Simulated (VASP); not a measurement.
# Hf2S: single point with PBEsol

The system is Hf2S.

```xyz
6
Lattice="3.2461 0.0000 0.0000 -1.6231 2.8112 0.0000 0.0000 0.0000 11.8742" Properties=species:S:1:pos:R:3 pbc="T T T"
Hf    1.6231    0.9371   10.6784
Hf    0.0000    1.8742    4.7413
Hf    1.6231    0.9371    7.1329
Hf    0.0000    1.8742    1.1958
S     0.0000    0.0000    8.9056
S     0.0000    0.0000    2.9685
```

This cell differs from its parent crystal: biaxial strain in the a-b plane: -3.0 %.

```yaml
Program: VASP 6.6.1
Task: single point
Functional: PBEsol
Potentials_or_basis: VASP PAW PBE potentials, release 64 (Hf_pv, S)
Cutoff: 520 eV
k_mesh: 12 × 12 × 4
Occupations: gaussian, width 0.1 eV
Spin: no spin polarisation
Dipole_correction: no
Further_INCAR_settings: ALGO = Normal; EDIFF = 1e-06; NBANDS = 35
```

```
Pressure               : 5.4 GPa
Largest force          : 0.078 eV/Å
Band gap on the k mesh : zero (band 26 reaches 7.45 eV, above the bottom of band 27 at 6.30 eV)
```

Forces on the atoms (eV/Å):
```
Hf   0.000  0.000  0.078
Hf   0.000  0.000  0.078
Hf   0.000  0.000 -0.078
Hf   0.000  0.000 -0.078
S    0.000  0.000  0.000
S    0.000  0.000  0.000
```

Stress tensor (GPa, compression positive):
```
7.58 0.00 0.00
0.00 7.58 0.00
0.00 0.00 0.97
```

Levels at points of the mesh, in eV from the Fermi level:
```
           k point  band 23  band 24  band 25  band 26  band 27  band 28  band 29  band 30
(0.00, 0.00, 0.00)    -1.67    -0.41    -0.11     0.67     0.67     0.71     0.71     1.10
(0.50, 0.00, 0.00)    -1.78    -1.51    -1.15    -0.67    -0.47     0.81     1.05     2.97
(0.00, 0.00, 0.50)    -1.29    -1.29     0.61     0.61     0.61     0.61     1.16     1.16
(0.50, 0.00, 0.50)    -1.91    -1.91    -0.85    -0.85     0.22     0.22     1.65     1.65
```

Wall time 110 s on 1 thread of AMD EPYC 9R45 96-Core Processor (Zen 5), on a shared host, peak memory 0.29 GiB.

Caveat: the cell differs from its parent crystal (biaxial strain in the a-b plane: -3.0 %); the PAW data sets were made with another functional, which shifts forces and pressure a little; spin-orbit coupling is left out, which moves the levels of the heavy elements.
